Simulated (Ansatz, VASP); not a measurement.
# SiO2: VASP beside Ansatz

```xyz
6
Lattice="4.0169 0.0000 0.0000 0.0000 4.0169 0.0000 0.0000 0.0000 2.3921" Properties=species:S:1:pos:R:3 pbc="T T T"
Si    2.0085    2.0085    1.1960
Si    0.0000    0.0000    0.0000
O     2.7895    2.7895    0.0000
O     0.7810    3.2359    1.1960
O     1.2275    1.2275    0.0000
O     3.2359    0.7810    1.1960
```

Alike in both runs: task single point; functional LDA; k mesh 6 × 6 × 10; occupations gaussian, width 0.05 eV; no spin polarisation.

|  | VASP | Ansatz |
| --- | --- | --- |
| version | VASP 6.6.1 | Ansatz 0.2.0 |
| potentials or method | VASP PAW LDA potentials, release 64 (Si, O), cutoff 520 eV | scalar-relativistic, plane waves, PAW |
| valence electrons in the cell | 32 | 32 |

Ansatz gave:

- gap on the k mesh at the Fermi level (eV): 8.36
- least direct gap on the mesh (eV): 8.36
- rms of the force components (eV/Å): 0.751

**Question.** What did VASP give for the same quantities?

**Answer.** gap on the k mesh at the Fermi level (eV): 8.31; least direct gap on the mesh (eV): 8.31; rms of the force components (eV/Å): 0.794.

Ansatz warns that its potentials were made for another functional, while VASP's fit it. LDA's correlation is that of Perdew and Zunger in VASP and of Perdew and Wang (1992) in Ansatz. Atom by atom the forces differ by 0.043 eV/Å (rms over components).
